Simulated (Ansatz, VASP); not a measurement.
Pd: VASP beside Ansatz

```
Pd
1.0
    -1.55582    1.55582    1.55582
     1.55582   -1.55582    1.55582
     1.55582    1.55582   -1.55582
Pd
1
Direct
  0.00000 0.00000 0.00000
```

Alike in both runs: functional r2SCAN; k mesh 14 × 14 × 14; occupations fermi-dirac, width 0.1 eV; no spin polarisation.

Ansatz relaxed the structure, and its values are those at the end. VASP's run is a single point on that final structure, the one shown.

|  | VASP | Ansatz |
| --- | --- | --- |
| version | VASP 6.6.1 | Ansatz 0.2.0 |
| potentials or method | VASP PAW PBE potentials, release 64 (Pd), cutoff 520 eV | plane waves (500 eV) with PAW, scalar-relativistic |
| valence electrons in the cell | 10 | 18 |

```csv
,VASP,Ansatz,Ansatz less VASP
pressure (GPa),0.6,0.0,-0.61
```

VASP's potentials were made for PBE, not for r2SCAN. With one functional, cell and mesh, what is left measures potentials, basis and numerics. VASP's potentials hold 10 valence electrons a cell and Ansatz's 18, so a difference there can come from the potentials and not from the codes.
